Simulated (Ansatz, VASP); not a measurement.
**One calculation of Hf, two programs**

The input INCAR:

```
  PREC = Accurate
  ENCUT = 520
  EDIFF = 1E-7
  ISMEAR = 0
  SIGMA = 0.1
  LREAL = F
  LASPH = T
  NELM = 100
  ALGO = Fast
  ISIF = 2
  LWAVE = F
  LCHARG = F
  GGA = PE
  NBANDS = 17
```

KPOINTS

```
regular mesh
0
Gamma
  14 14 8
```

File POSCAR:

```
Hf
1.0
    3.2146639699      0.0004475378      0.0319669852
   -1.6069444059      2.7670079398     -0.0063493836
    0.0505780000      0.0176011440      5.0398953880
Hf
2
Direct
    0.3317728572      0.6664174273      0.2558602554
    0.6682271428      0.3335825727      0.7441397446
```

Input for Ansatz:

```yaml
crystal:
  lattice:
    - [3.2146639699, 0.0004475378, 0.0319669852]
    - [-1.6069444059, 2.7670079398, -0.0063493836]
    - [0.050578, 0.017601144, 5.039895388]
  atoms:
    - { symbol: Hf, position: [0.3317728572, 0.6664174273, 0.2558602554] }
    - { symbol: Hf, position: [0.6682271428, 0.3335825727, 0.7441397446] }
basis:
  ecutwfc: 420
kpoints:
  mp_grid: { grid: [14, 14, 8] }
hamiltonian:
  xc: pbe
scf:
  occupations: { method: gaussian, width: 0.1 }
output:
  forces: true
  stress: true
  eigenvalues: true
```

Change from the starting cell: all atoms moved at random, cell strained at random.

Alike in both runs: task single point; functional PBE; k mesh 14 × 14 × 8; occupations gaussian, width 0.1 eV; no spin polarisation.

|  | VASP | Ansatz |
| --- | --- | --- |
| version | VASP 6.6.1 | Ansatz 0.2.0 |
| potentials or method | VASP PAW PBE potentials, release 64 (Hf_pv), cutoff 520 eV | scalar-relativistic, plane waves, PAW |
| valence electrons in the cell | 20 | 52 |

|  | VASP | Ansatz | Ansatz less VASP |
| --- | --- | --- | --- |
| gap on the k mesh at the Fermi level (eV) | none | none | - |
| pressure (GPa) | 0.3 | 0.7 | +0.44 |
| traceless stress, the component that is largest in VASP (GPa) | -1.16 | -1.16 | -0.001 |
| rms of the force components (eV/Å) | 0.127 | 0.132 | +0.0055 |

Atom by atom the forces differ by 0.006 eV/Å (rms over components). A gap of «none» marks a metal or a gap that the smearing closes. VASP's potentials hold 20 valence electrons a cell and Ansatz's 52, so a difference there can come from the potentials and not from the codes.

Neither program's run includes spin-orbit coupling.
